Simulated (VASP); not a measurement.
Input of a VASP 6.6.1 run:

The input INCAR:

```
SYSTEM = Au
PREC = Accurate
ENCUT = 520
EDIFF = 1E-6
ISMEAR = 0
SIGMA = 0.1
LREAL = .FALSE.
LASPH = .TRUE.
NELM = 60
ALGO = Normal
ISIF = 2
LWAVE = .FALSE.
LCHARG = .FALSE.
NBANDS = 18
```

Contents of KPOINTS:

```
regular mesh
0
G
  11 11 6
  0 0 0
```

The input POSCAR:

```
Au
1.0
    2.9000000000      0.0000000000      0.0000000000
   -1.4500000000      2.5114700000      0.0000000000
    0.0000000000      0.0000000000      4.8800000000
Au
2
Direct
    0.3333333333      0.6666666667      0.7500000000
    0.6666666667      0.3333333333      0.2500000000
```

Potentials or basis: VASP PAW LDA potentials, release 64 (Au).

Command:

```console
$ cat potpaw_LDA.64/Au/POTCAR > POTCAR
$ mpirun -np 1 vasp_std > vasp.out
```

Problem. What does it give for the band gap on the k mesh?

Solution. Zero (band 11 reaches 12.18 eV, above the bottom of band 12 at 6.01 eV).

Problem. What does it give for the pressure?

Solution. -10.4 GPa.

Stress tensor (GPa, compression positive):
```
-10.31   0.00   0.00
  0.00 -10.31   0.00
  0.00   0.00 -10.58
```

Caveat: spin-orbit coupling is left out, which moves the levels of the heavy elements.
